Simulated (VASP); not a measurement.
# CdSn2O3 (Cmmm) in VASP: single point with PBE

Aim: the single point of CdSn2O3 with PBE.

Program: VASP 6.6.1. These are calculated values, not measurements. Logs are shortened: lines on timing, memory, paths and dates and some standing lists are left out, and cuts for length are marked.

**1. The cell of the first run**

Symmetry: Cmmm, No. 65, orthorhombic system. Conventional cell: a = 7.807 Å, b = 10.020 Å, c = 3.201 Å, α = 90.00°, β = 90.00°, γ = 90.00°. Cd (site symmetry mmm) has 4 O at 2.19 Å within 2.9 Å. Within 2.9 Å of Sn (site symmetry 2/m) lie 2 O at 2.20 Å. O (site symmetry m2m) has 2 Cd at 2.19 Å and 2 Sn at 2.20 Å and 1 O at 2.98 Å within 3.0 Å. Within 4.2 Å of O (site symmetry mmm) lie 6 O at 3.20 to 3.87 Å and 8 Sn at 3.56 Å and 2 Cd at 3.90 Å.

The cell was generated, and may not be a known phase.

**2. Single point, PBE**

Contents of INCAR:

```
  PREC = Accurate
  ENCUT = 700
  EDIFF = 1E-6
  ISMEAR = 0
  SIGMA = 0.1
  LREAL = F
  LASPH = T
  NELM = 120
  ALGO = Normal
  ISIF = 2
  LWAVE = F
  LCHARG = F
  GGA = PE
  NBANDS = 42
  GGA_COMPAT = F
```

Contents of KPOINTS:

```
regular mesh
0
Gamma
  4 4 4
```

Contents of POSCAR:

```
CdSn2O3
1.0
    5.0098462833     -3.9034680013      0.0000000000
    5.0098462833      3.9034680013      0.0000000000
    0.0000000000      0.0000000000      3.2005331180
Cd Sn O
1 2 3
Direct
    0.0000000000      0.0000000000      0.5000000000
    0.0000000000      0.5000000000      0.0000000000
    0.5000000000      0.0000000000      0.0000000000
    0.1485775545      0.1485775545      0.0000000000
    0.8514224455      0.8514224455      0.0000000000
    0.5000000000      0.5000000000      0.5000000000
```

Potentials or basis: VASP PAW PBE potentials, release 64 (Cd_sv_GW, Sn_d, O).

Started as:

```bash
cat potpaw_PBE.64/Cd_sv_GW/POTCAR potpaw_PBE.64/Sn_d/POTCAR potpaw_PBE.64/O/POTCAR > POTCAR
mpirun -np 1 vasp_std > vasp.out
```

OUTCAR:

```text
PREC = Accurate
   ENCUT = 700
   EDIFF = 1E-6
   ISMEAR = 0
   LREAL = F
   LASPH = T
   NELM = 120
   ISIF = 2
   GGA = PE

 ion  position               nearest neighbor table
   1  0.000  0.000  0.500-   4 2.19   5 2.19   4 2.19   5 2.19
   2  0.000  0.500  0.000-   4 2.20   5 2.20
   3  0.500  0.000  0.000-   4 2.20   5 2.20
   4  0.149  0.149  0.000-   1 2.19   1 2.19   3 2.20   2 2.20
   5  0.851  0.851  0.000-   1 2.19   1 2.19   3 2.20   2 2.20
   6  0.500  0.500  0.500-

  LATTYP: Found a base centered orthorhombic cell.
 ALAT       =     7.8069360026
 B/A-ratio  =     1.2834347000
 C/A-ratio  =     0.4099602093

  Lattice vectors:

 A1 = (  -5.0098462833,  -3.9034680013,   0.0000000000)
 A2 = (   5.0098462833,  -3.9034680013,   0.0000000000)
 A3 = (   0.0000000000,   0.0000000000,   3.2005331180)

Analysis of symmetry for initial positions (statically):
=====================================================================
 Subroutine PRICEL returns:
 Original cell was already a primitive cell.

 Routine SETGRP: Setting up the symmetry group for a
 base centered orthorhombic supercell.

 Subroutine GETGRP returns: Found  8 space group operations
 (whereof  8 operations were pure point group operations)
 out of a pool of  8 trial point group operations.

The static configuration has the point symmetry D_2h.

Analysis of symmetry for dynamics (positions and initial velocities):
=====================================================================
 Subroutine PRICEL returns:
 Original cell was already a primitive cell.

 Routine SETGRP: Setting up the symmetry group for a
 base centered orthorhombic supercell.

 Subroutine GETGRP returns: Found  8 space group operations
 (whereof  8 operations were pure point group operations)
 out of a pool of  8 trial point group operations.

The dynamic configuration has the point symmetry D_2h.

 Subroutine INISYM returns: Found  8 space group operations
 (whereof  8 operations are pure point group operations),
 and found     1 'primitive' translations

----------------------------------------------------------------------------------------

                                     Primitive cell

  volume of cell :     125.1778

  direct lattice vectors                    reciprocal lattice vectors
     5.009846283 -3.903468001  0.000000000     0.099803461 -0.128091226  0.000000000
     5.009846283  3.903468001  0.000000000     0.099803461  0.128091226  0.000000000
     0.000000000  0.000000000  3.200533118     0.000000000  0.000000000  0.312447946

  length of vectors
     6.351033162  6.351033162  3.200533118     0.162382551  0.162382551  0.312447946

  position of ions in fractional coordinates (direct lattice)
     0.000000000  0.000000000  0.500000000
     0.000000000  0.500000000  0.000000000
     0.500000000  0.000000000  0.000000000
     0.148577555  0.148577555  0.000000000
     0.851422445  0.851422445  0.000000000
     0.500000000  0.500000000  0.500000000

  ion indices of the primitive-cell ions
   primitive index   ion index
                 1           1
                 2           2
                 3           3
                 4           4
                 5           5
                 6           6

----------------------------------------------------------------------------------------

 KPOINTS: regular mesh

Automatic generation of k-mesh.
 Grid dimensions read from file:
 generate k-points for:    4    4    4

 Generating k-lattice:

  Cartesian coordinates                     Fractional coordinates (reciprocal lattice)
     0.024950865 -0.032022806  0.000000000     0.250000000  0.000000000  0.000000000
     0.024950865  0.032022806  0.000000000     0.000000000  0.250000000  0.000000000
     0.000000000  0.000000000  0.078111987     0.000000000  0.000000000  0.250000000

  Length of vectors
     0.040595638  0.040595638  0.078111987

  Shift w.r.t. Gamma in fractional coordinates (k-lattice)
     0.000000000  0.000000000  0.000000000

 Subroutine IBZKPT returns following result:
 ===========================================

 Found     21 irreducible k-points:

 Following reciprocal coordinates:
            Coordinates               Weight
  0.000000  0.000000  0.000000      1.000000
  0.250000  0.000000  0.000000      4.000000
  0.500000  0.000000  0.000000      2.000000
  0.250000  0.250000  0.000000      2.000000
  0.500000  0.250000  0.000000      4.000000
 -0.250000  0.250000  0.000000      2.000000
[... 13 lines left out ...]
 -0.250000  0.250000  0.500000      2.000000
  0.500000  0.500000  0.500000      1.000000
   k-points           NKPTS =     21   k-points in BZ     NKDIM =     21   number of bands    NBANDS=     42
   number of dos      NEDOS =    301   number of ions     NIONS =      6
   total plane-waves  NPLWV =  87808
   dimension x,y,z NGX =    56 NGY =   56 NGZ =   28
   dimension x,y,z NGXF=   112 NGYF=  112 NGZF=   56
   ions per type =               1   2   3
   NGX,Y,Z   is equivalent  to a cutoff of  14.66, 14.66, 14.54 a.u.
   NGXF,Y,Z  is equivalent  to a cutoff of  29.32, 29.32, 29.09 a.u.
 SYSTEM =  unknown system
   PREC   = accura    normal or accurate (medium, high low for compatibility)
   ISTART =      0    job   : 0-new  1-cont  2-samecut
   ICHARG =      2    charge: 1-file 2-atom 10-const
   ISPIN  =      1    spin polarized calculation?
   LNONCOLLINEAR =      F non collinear calculations
   LSORBIT =      F    spin-orbit coupling
   LASPH  =      T    aspherical Exc in radial PAW
   ENCUT  =  700.0 eV  51.45 Ry    7.17 a.u.  13.70 13.70  6.90*2*pi/ulx,y,z
   NELM   =    120;   NELMIN=  2; NELMDL= -5     # of ELM steps
   EDIFF  = 0.1E-05   stopping-criterion for ELM
   LREAL  =      F    real-space projection
   EDIFFG = 0.1E-04   stopping-criterion for IOM
   NSW    =      0    number of steps for IOM
   IBRION =     -1    ionic relax: 0-MD 1-quasi-New 2-CG
   NFREE  =      0    steps in history (QN), initial steepest desc. (CG)
   ISIF   =      2    stress and relaxation
   ISYM   =      2    0-nonsym 1-usesym 2-fastsym
   POTIM  = 0.5000    time-step for ionic-motion
   TEBEG  =    0.0;   TEEND  =   0.0 temperature during run
   PSTRESS=    0.0 pullay stress
   NELECT =      66.0000    total number of electrons
   NUPDOWN=      -1.0000    fix difference up-down
   EMIN   =  10.00;   EMAX   =-10.00  energy-range for DOS
   EFERMI =   0.00;   METHOD = LEGACY
   ISMEAR =     0;   SIGMA  =   0.10  broadening in eV -4-tet -1-fermi 0-gaus
   EFERMI_NEDOS =   21; number of points for ismear=-14 and -15
   IALGO  =     38    algorithm
   IMIX   =      4    mixing-type and parameters
     AMIX     =   0.40;   BMIX     =  1.00
     AMIX_MAG =   1.60;   BMIX_MAG =  1.00
  volume/ion in A,a.u.               =      20.86       140.79
  Fermi-wavevector in a.u.,A,eV,Ry     =   1.322555  2.499266 23.798649  1.749151
  Thomas-Fermi vector in A             =   2.452227
   LORBIT       =      0    0 simple, 1 ext, 2 COOP (PROOUT), +10 PAW based schemes
   GGA     = PE    functional components
   LHFCALC =     F    Hartree Fock is set to
   AEXX    =    0.0000 exact exchange contribution
   IVDW    =     0    specifies the selected vdW correction
   LEPSILON=     F    determine dielectric tensor
   LRPA    =     F    only Hartree local field effects (RPA)
 non-spin polarized calculation
 Gauss-broadening in eV      SIGMA  =   0.10
  energy-cutoff  :      700.00
  volume of cell :      125.18
 maximum number of plane-waves:      5306
 NGX is ok and might be reduce to    56
   NGX = 27   NGY = 27   NGZ = 13

 number of electron      65.9999997 magnetization

 Free energy of the ion-electron system (eV)
  ---------------------------------------------------
  ext. energy  EPLUGINS =         0.00000000
  ---------------------------------------------------
  free energy    TOTEN  =       -24.96940951 eV

  energy without entropy =      -24.95761750  energy(sigma->0) =      -24.96351350

 E-fermi :   3.6759     XC(G=0):  -9.3426

 val. band max:        3.6680048500   @ k =   0.5000   0.5000   0.5000
 cond. band min:       3.6933214737   @ k =   0.5000   0.5000   0.0000
 fundamental gap:      0.0253166237
 Fermi energy:         3.6758804090

 k-point     1 :       0.0000    0.0000    0.0000
  band No.  band energies     occupation
      1     -98.2748      2.00000
      2     -59.5429      2.00000
      3     -59.2686      2.00000
      4     -59.2578      2.00000
      5     -18.0161      2.00000
      6     -17.8041      2.00000
[... 34 lines left out ...]
     41      11.2222      0.00000
     42      11.4829      0.00000

 k-point     2 :       0.2500    0.0000    0.0000
  band No.  band energies     occupation
      1     -98.2748      2.00000
      2     -59.5429      2.00000
      3     -59.2686      2.00000
      4     -59.2578      2.00000
      5     -17.9704      2.00000
      6     -17.8057      2.00000
[... 34 lines left out ...]
     41      11.1786      0.00000
     42      11.2335      0.00000

 k-point     3 :       0.5000    0.0000    0.0000
  band No.  band energies     occupation
      1     -98.2748      2.00000
      2     -59.5429      2.00000
      3     -59.2686      2.00000
      4     -59.2578      2.00000
      5     -17.8665      2.00000
      6     -17.8532      2.00000
[... 34 lines left out ...]
     41      11.0991      0.00000
     42      12.1666      0.00000

 k-point     4 :       0.2500    0.2500    0.0000
  band No.  band energies     occupation
      1     -98.2748      2.00000
      2     -59.5429      2.00000
      3     -59.2686      2.00000
      4     -59.2578      2.00000
      5     -18.0041      2.00000
      6     -17.8042      2.00000
[... 709 lines left out ...]
     41      10.9109      0.00000
     42      11.9578      0.00000

 k-point    20 :      -0.2500    0.2500    0.5000
  band No.  band energies     occupation
      1     -98.2741      2.00000
      2     -59.5419      2.00000
      3     -59.2841      2.00000
      4     -59.2562      2.00000
      5     -17.8408      2.00000
      6     -17.8400      2.00000
[... 34 lines left out ...]
     41      11.2674      0.00000
     42      11.5434      0.00000

 k-point    21 :       0.5000    0.5000    0.5000
  band No.  band energies     occupation
      1     -98.2741      2.00000
      2     -59.5419      2.00000
      3     -59.2841      2.00000
      4     -59.2562      2.00000
      5     -17.9683      2.00000
      6     -17.7491      2.00000
[... 34 lines left out ...]
     41      10.7640      0.00000
     42      11.3446      0.00000

------------------------ aborting loop because EDIFF is reached ----------------------------------------

  FORCE on cell =-STRESS in cart. coord.  units (eV):
  Direction    XX          YY          ZZ          XY          YZ          ZX
  --------------------------------------------------------------------------------------
  -------------------------------------------------------------------------------------
  Total        0.0916399     -0.1164581      0.0827014      0.0000000      0.0000000      0.0000000
  in kB        1.1729186     -1.4905715      1.0585123      0.0000000      0.0000000      0.0000000
  external PRESSURE =       0.2469531 kB  Pullay stress =       0.0000000 kB

 VOLUME and BASIS-vectors are now :
 -----------------------------------------------------------------------------
  energy-cutoff  :      700.00
  volume of cell :      125.18
      direct lattice vectors                 reciprocal lattice vectors
     5.009846283 -3.903468001  0.000000000     0.099803461 -0.128091226  0.000000000
     5.009846283  3.903468001  0.000000000     0.099803461  0.128091226  0.000000000
     0.000000000  0.000000000  3.200533118     0.000000000  0.000000000  0.312447946

 POSITION                                       TOTAL-FORCE (eV/Angst)
 -----------------------------------------------------------------------------------
      0.00000      0.00000      1.60027         0.000000      0.000000      0.000000
      2.50492      1.95173      0.00000         0.000000      0.000000      0.000000
      2.50492     -1.95173      0.00000         0.000000     -0.000000      0.000000
      1.48870      0.00000      0.00000         0.008001      0.000000     -0.000000
      8.53099      0.00000      0.00000        -0.008001      0.000000      0.000000
      5.00985      0.00000      1.60027         0.000000     -0.000000      0.000000
 -----------------------------------------------------------------------------------
    total drift:                                0.000000     -0.000000      0.000000

  FREE ENERGIE OF THE ION-ELECTRON SYSTEM (eV)
  ---------------------------------------------------
  free  energy   TOTEN  =       -24.9694095070 eV

  energy  without entropy=      -24.9576175008  energy(sigma->0) =      -24.96351350
```

It took 2.7 min on 1 thread of AMD EPYC 9R45 (Zen 5), shared host; peak memory 0.37 GiB.

Results:

| Item | Value |
| --- | --- |
| Free energy | -24.9694 eV |
| Pressure | 0.0 GPa |
| Largest force | 0.008 eV/Å |
| Band gap on the k mesh | zero (bands 33 and 34 overlap by 0.65 eV) |

Forces in eV/Å, atoms in the order of the input:
```
Cd   0.000  0.000  0.000
Sn   0.000  0.000  0.000
Sn   0.000  0.000  0.000
O    0.008  0.000  0.000
O   -0.008  0.000  0.000
O    0.000  0.000  0.000
```

Levels at points of the mesh, in eV from the Fermi level:
```tsv
k point	band 30	band 31	band 32	band 33	band 34	band 35	band 36	band 37
(0.00, 0.00, 0.00)	-1.36	-1.24	-0.97	0.13	1.61	1.69	3.24	3.32
(0.50, 0.00, 0.00)	-1.45	-1.24	-0.39	0.13	0.54	2.01	2.43	4.07
(0.50, 0.50, 0.00)	-1.50	-0.50	-0.43	0.02	0.13	0.96	1.62	3.75
(0.00, 0.00, 0.50)	-1.39	-0.83	-0.58	-0.54	-0.52	0.43	2.77	2.86
(0.50, 0.00, 0.50)	-1.23	-1.21	-1.13	-0.50	-0.41	0.11	2.87	3.23
(0.50, 0.50, 0.50)	-1.40	-1.15	-0.73	-0.01	0.35	0.40	2.62	3.53
```

Caveat: the k points lie up to 0.49 Å⁻¹ apart, too coarse for converged energies and pressures of a metal; semilocal functionals underestimate gaps, and a narrow one can read as zero; spin-orbit coupling is left out, which moves the levels of the heavy elements.

The gap in the log of VASP goes by the Fermi energy; the results here count the filled bands.